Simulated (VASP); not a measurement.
# Re (Pm-3m) in VASP: further runs, part 2 of 2

VASP 6.6.1. The steps go on from the part before.

## (5) Relaxation of cell and atoms, r2SCAN, target pressure 30 GPa, at which the enthalpy is minimised

POSCAR reads:

```
Re
1.0
    2.5300000000      0.0000000000      0.0000000000
    0.0000000000      2.5300000000      0.0000000000
    0.0000000000      0.0000000000      2.5300000000
Re
1
Direct
    0.0000000000      0.0000000000      0.0000000000
```

INCAR.step1 reads:

```
SYSTEM = Re
PREC = Accurate ; ENCUT = 600
ISMEAR = -1 ; SIGMA = 0.05
LREAL = .FALSE. ; LASPH = .TRUE.
NELM = 60 ; GGA = PE
ALGO = Normal ; EDIFF = 1E-4
LWAVE = .TRUE. ; LCHARG = .FALSE.
```

INCAR.step2 reads:

```
SYSTEM = Re
PREC = Accurate ; ENCUT = 600
EDIFF = 1E-6 ; ISMEAR = -1
SIGMA = 0.05 ; LREAL = .FALSE.
LASPH = .TRUE. ; NELM = 60
ALGO = Normal ; ISIF = 3
LWAVE = .FALSE. ; LCHARG = .FALSE.
METAGGA = R2SCAN ; LMIXTAU = .TRUE.
IBRION = 2 ; NSW = 60
EDIFFG = -0.02 ; PSTRESS = 300.0
ISTART = 1
```

KPOINTS reads:

```
Automatic mesh
0
G
  7 7 7
  0 0 0
```

Potentials or basis: VASP PAW PBE potentials, release 64 (Re).

Run with:

```sh
$ cat potpaw_PBE.64/Re/POTCAR > POTCAR
$ cp INCAR.step1 INCAR
$ mpirun -np 1 vasp_std > vasp.out
$ cp INCAR.step2 INCAR
$ mpirun -np 1 vasp_std > vasp.out
```

OUTCAR:

```text
SYSTEM = Re
   PREC = Accurate
   ENCUT = 600
   EDIFF = 1E-6
   ISMEAR = -1
   LREAL = .FALSE.
   LASPH = .TRUE.
   NELM = 60
   ISIF = 3
   METAGGA = R2SCAN
   IBRION = 2
   NSW = 60
   EDIFFG = -0.02
   PSTRESS = 300.0
   ISTART = 1

 ion  position               nearest neighbor table
   1  0.000  0.000  0.000-

  LATTYP: Found a simple cubic cell.
 ALAT       =     2.5300000000

  Lattice vectors:

 A1 = (   2.5300000000,   0.0000000000,   0.0000000000)
 A2 = (   0.0000000000,   2.5300000000,   0.0000000000)
 A3 = (   0.0000000000,   0.0000000000,   2.5300000000)

Analysis of symmetry for initial positions (statically):
=====================================================================
 Subroutine PRICEL returns:
 Original cell was already a primitive cell.

 Routine SETGRP: Setting up the symmetry group for a
 simple cubic supercell.

 Subroutine GETGRP returns: Found 48 space group operations
 (whereof 48 operations were pure point group operations)
 out of a pool of 48 trial point group operations.

The static configuration has the point symmetry O_h .

Analysis of symmetry for dynamics (positions and initial velocities):
=====================================================================
 Subroutine PRICEL returns:
 Original cell was already a primitive cell.

 Routine SETGRP: Setting up the symmetry group for a
 simple cubic supercell.

 Subroutine GETGRP returns: Found 48 space group operations
 (whereof 48 operations were pure point group operations)
 out of a pool of 48 trial point group operations.

The dynamic configuration has the point symmetry O_h .

 Subroutine INISYM returns: Found 48 space group operations
 (whereof 48 operations are pure point group operations),
 and found     1 'primitive' translations

----------------------------------------------------------------------------------------

                                     Primitive cell

  volume of cell :      16.1943

[... 104 lines left out ...]
  Thomas-Fermi vector in A             =   2.372361
   LORBIT       =      0    0 simple, 1 ext, 2 COOP (PROOUT), +10 PAW based schemes
   METAGGA = R2SCAN    functional components
   LHFCALC =     F    Hartree Fock is set to
   AEXX    =    0.0000 exact exchange contribution
   IVDW    =     0    specifies the selected vdW correction
   LEPSILON=     F    determine dielectric tensor
   LRPA    =     F    only Hartree local field effects (RPA)
 conjugate gradient relaxation of ions
 non-spin polarized calculation
  energy-cutoff  :      600.00
  volume of cell :       16.19
 maximum number of plane-waves:       550
   NGX = 11   NGY = 11   NGZ = 11

--------------------------------------- Ionic step        1  -------------------------------------------

 number of electron       6.9999998 magnetization

 Free energy of the ion-electron system (eV)
  ---------------------------------------------------
  ext. energy  EPLUGINS =         0.00000000
  ---------------------------------------------------
  free energy    TOTEN  =       -50.97072956 eV

  energy without entropy =      -50.95355682  energy(sigma->0) =      -50.96214319

------------------------ aborting loop because EDIFF is reached ----------------------------------------

  FORCE on cell =-STRESS in cart. coord.  units (eV):
  Direction    XX          YY          ZZ          XY          YZ          ZX
  --------------------------------------------------------------------------------------
  -------------------------------------------------------------------------------------
  Total        1.3403984      1.3403984      1.3403984     -0.0000000      0.0000000      0.0000000
  in kB      132.6120303    132.6120303    132.6120303     -0.0000000      0.0000000      0.0000000
  external PRESSURE =    -167.3879697 kB  Pullay stress =     300.0000000 kB
[... 24 lines left out ...]
--------------------------------------- Ionic step        2  -------------------------------------------

 number of electron       7.0000000 magnetization

 E-fermi :  10.8128     XC(G=0): -15.7538

 val. band max:       10.5888560615   @ k =   0.4286   0.1429   0.0000
 cond. band min:      10.8633441050   @ k =   0.2857   0.2857   0.0000
 fundamental gap:      0.2744880435
 Fermi energy:        10.8128234720

 k-point     1 :       0.0000    0.0000    0.0000
  band No.  band energies     occupation
      1      -1.2273      2.00000
      2       2.2093      2.00000
      3       2.2093      2.00000
      4      16.2368      0.00000
      5      16.2368      0.00000
      6      16.2368      0.00000
      7      29.8460      0.00000
[... 298 lines left out ...]
--------------------------------------- Ionic step        5  -------------------------------------------

 number of electron       7.0000001 magnetization

 Free energy of the ion-electron system (eV)
  ---------------------------------------------------
  ext. energy  EPLUGINS =         0.00000000
  ---------------------------------------------------
  free energy    TOTEN  =       -50.86870965 eV

  energy without entropy =      -50.85194584  energy(sigma->0) =      -50.86032774

 E-fermi :   7.8847     XC(G=0): -14.4302

 val. band max:        7.8841564386   @ k =   0.2857   0.2857   0.2857
 cond. band min:       7.9153858789   @ k =   0.4286   0.2857   0.2857
 fundamental gap:      0.0312294403
 Fermi energy:         7.8847368427

 k-point     1 :       0.0000    0.0000    0.0000
  band No.  band energies     occupation
      1      -2.5652      2.00000
      2       1.2597      2.00000
      3       1.2597      2.00000
      4      12.0163      0.00000
      5      12.0163      0.00000
      6      12.0163      0.00000
      7      24.9235      0.00000
[... 220 lines left out ...]
  energy  without entropy=      -50.8519458406  energy(sigma->0) =      -50.86032774

  enthalpy is  TOTEN    =       -47.9799769264 eV   P V=        2.8887327230

 reached required accuracy - stopping structural energy minimisation
```

OUTCAR.step1:

```text
SYSTEM = Re
   PREC = Accurate
   ENCUT = 600
   ISMEAR = -1
   LREAL = .FALSE.
   LASPH = .TRUE.
[... 409 lines left out ...]
 -----------------------------------------------------------------------------------
      0.00000      0.00000      0.00000         0.000000      0.000000      0.000000
 -----------------------------------------------------------------------------------
    total drift:                               -0.000000      0.000000     -0.000000

  FREE ENERGIE OF THE ION-ELECTRON SYSTEM (eV)
  ---------------------------------------------------
  free  energy   TOTEN  =       -10.9594358811 eV

  energy  without entropy=      -10.9436992097  energy(sigma->0) =      -10.95156755
```

OSZICAR.step1:

```text
N       E                     dE             d eps       ncg     rms          rms(c)
DAV:   1     0.600164646153E+01    0.60016E+01   -0.36776E+03   441   0.119E+03
DAV:   2    -0.107923418346E+02   -0.16794E+02   -0.16298E+02   315   0.110E+02
DAV:   3    -0.114342523699E+02   -0.64191E+00   -0.63476E+00   455   0.250E+01
DAV:   4    -0.114353028683E+02   -0.10505E-02   -0.10504E-02   322   0.114E+00
DAV:   5    -0.114353223968E+02   -0.19528E-04   -0.19529E-04   518   0.308E-01    0.272E+01
DAV:   6    -0.110826737497E+02    0.35265E+00   -0.42456E-01   441   0.196E+01    0.123E+01
DAV:   7    -0.109640410948E+02    0.11863E+00   -0.30419E-01   448   0.160E+01    0.374E-01
DAV:   8    -0.109594867477E+02    0.45543E-02   -0.25131E-03   329   0.952E-01    0.104E-01
DAV:   9    -0.109594358811E+02    0.50867E-04   -0.90160E-05   287   0.101E-01
   1 F= -.10959436E+02 E0= -.10951568E+02  d E =-.157367E-01
```

It took 25 s on 1 thread of AMD EPYC 9R45 (Zen 5), shared host; peak memory 0.11 GiB.

Results:

```yaml
Free_energy: -50.8687 eV
Relaxed_volume: 15.43 Å³/atom
Relaxed_cell: a = 2.489 Å, b = 2.489 Å, c = 2.489 Å, α = 90.00°, β = 90.00°, γ = 90.00°
Space_group_after_relaxing_to_0.05_Å: Pm-3m (No. 221)
Energy_change_on_relaxing_the_enthalpy_is_what_falls: +102.0 meV/atom
Ionic_steps: 5
Pressure_after_relaxing: 30.0 GPa
```

The path:
| step | energy change (eV) | largest force (eV/Å) | pressure (GPa) | volume (Å³) |
| --- | --- | --- | --- | --- |
| 1 | 0.0000 | 0.0000 | 13.26 | 16.19 |
| 2 | 1.5325 | 0.0000 | 147.41 | 12.54 |
| 3 | 0.0893 | 0.0000 | 28.32 | 15.50 |
| 4 | 0.0993 | 0.0000 | 29.65 | 15.44 |
| 5 | 0.1020 | 0.0000 | 30.03 | 15.43 |

Final structure:
```xyz
1
Lattice="2.4894 0.0000 0.0000 0.0000 2.4894 0.0000 0.0000 0.0000 2.4894" Properties=species:S:1:pos:R:3 pbc="T T T"
Re    0.0000    0.0000    0.0000
```

Levels at points of the mesh, in eV from the Fermi level:
| k point | band 1 | band 2 | band 3 | band 4 | band 5 | band 6 |
| --- | --- | --- | --- | --- | --- | --- |
| (0.00, 0.00, 0.00) | -10.45 | -6.63 | -6.63 | 4.13 | 4.13 | 4.13 |

Caveat: the cell is relaxed towards a set pressure, so the enthalpy falls and the energy may rise; the PAW data sets were made with another functional, which shifts forces and pressure a little; spin-orbit coupling is left out, which moves the levels of the heavy elements.

## (6) The runs side by side

```csv
cell,gap on the mesh (eV),pressure (GPa)
relaxed,none,0.0
relaxed to 10 GPa,none,10.0
relaxed to 20 GPa,none,19.8
relaxed to 30 GPa,none,30.0
```

Alike in all rows: task relaxation of cell and atoms; level r2SCAN; potentials or basis VASP PAW PBE potentials, release 64 (Re); no spin polarisation; k mesh 7 × 7 × 7; cutoff (eV) 600; smearing fermi-dirac 0.05 eV.

Caveats: the PAW data sets were made with another functional, which shifts forces and pressure a little; spin-orbit coupling is left out, which moves the levels of the heavy elements; the cell is relaxed towards a set pressure, so the enthalpy falls and the energy may rise (some runs).

Total energies depend on the potentials used, so only differences within one code and one set of settings carry meaning.
